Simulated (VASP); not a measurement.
## CrGe4Mo: single point with PBE

CrGe4Mo:

```
Cr Ge Mo
1.0
     2.32776   -4.09281    0.00000
     2.32776    4.09281    0.00000
     0.00000    0.00000    4.65373
Cr Ge Mo
1 4 1
Direct
  0.00000 0.00000 0.00000
  0.66190 0.33810 0.00000
  0.15997 0.84003 0.50000
  0.33810 0.66190 0.00000
  0.84003 0.15997 0.50000
  0.50000 0.50000 0.50000
```

```json
{
 "Program": "VASP 6.6.1",
 "Task": "single point",
 "Functional": "PBE",
 "Potentials or basis": "VASP PAW PBE potentials, release 64 (Cr_pv, Ge_d, Mo_sv)",
 "Cutoff": "520 eV",
 "k mesh": "10 × 10 × 8",
 "Occupations": "gaussian, width 0.1 eV",
 "Spin": "no spin polarisation",
 "Dipole correction": "no",
 "Further INCAR settings": "ALGO = Normal; EDIFF = 1e-06; NBANDS = 50"
}
```

* Pressure: 0.2 GPa
* Largest force: 0.005 eV/Å
* Band gap on the k mesh: zero (bands 41 and 42 overlap by 0.42 eV)

Forces in eV/Å, atoms in the order of the input:
```
Cr   0.000  0.000  0.000
Ge   0.000 -0.005  0.000
Ge   0.000  0.001  0.000
Ge   0.000  0.005  0.000
Ge   0.000 -0.001  0.000
Mo   0.000  0.000  0.000
```

Levels at points of the mesh, in eV from the Fermi level:
```tsv
k point	band 37	band 38	band 39	band 40	band 41	band 42	band 43	band 44	band 45	band 46
(0.00, 0.00, 0.00)	-2.04	-1.86	-1.65	-1.37	0.19	1.21	1.30	2.19	2.66	2.92
(0.50, 0.00, 0.00)	-2.13	-2.05	-1.79	-1.29	-1.10	0.74	0.81	1.53	1.56	1.99
(0.50, 0.50, 0.00)	-1.42	-1.19	-0.40	-0.39	-0.28	-0.21	0.21	1.20	1.43	2.52
(0.00, 0.00, 0.50)	-2.37	-1.82	-1.75	-1.49	-1.21	1.13	1.76	1.98	2.02	2.42
(0.50, 0.00, 0.50)	-1.89	-1.56	-1.45	-0.12	-0.12	1.06	1.29	2.27	2.35	3.71
(0.50, 0.50, 0.50)	-1.61	-1.05	-1.04	-0.56	-0.38	0.21	0.58	0.68	1.40	2.16
```

Run time: 6.9 min on 1 thread of Intel(R) Xeon(R) 6975P-C (Granite Rapids) (shared host), peak memory 0.64 GiB.

Caveat: the run has no spin polarisation, though such a crystal can be magnetic. Spin polarisation is off, so any magnetic state and its effect on volume and gap are missing.
